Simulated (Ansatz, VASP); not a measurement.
**Two plane-wave programs on Pd**

```
CELL_PARAMETERS angstrom
0.00000 1.96011 1.96011
1.96011 0.00000 1.96011
1.96011 1.96011 0.00000
ATOMIC_POSITIONS crystal
Pd 0.00000 0.00000 0.00000
```

Alike in both runs: task single point; functional revPBE; k mesh 22 × 22 × 22; occupations fermi-dirac, width 0.1 eV; no spin polarisation.

|  | VASP | Ansatz |
| --- | --- | --- |
| version | VASP 6.6.1 | Ansatz 0.2.0 |
| potentials or method | VASP PAW PBE potentials, release 64 (Pd), cutoff 500 eV | plane waves (420 eV) with PAW, scalar-relativistic |
| valence electrons in the cell | 10 | 18 |

```tsv
	VASP	Ansatz	Ansatz less VASP
pressure (GPa)	6.5	6.7	+0.22
```

VASP's potentials were made for PBE, not for revPBE. VASP's potentials hold 10 valence electrons a cell and Ansatz's 18, so a difference there can come from the potentials and not from the codes.
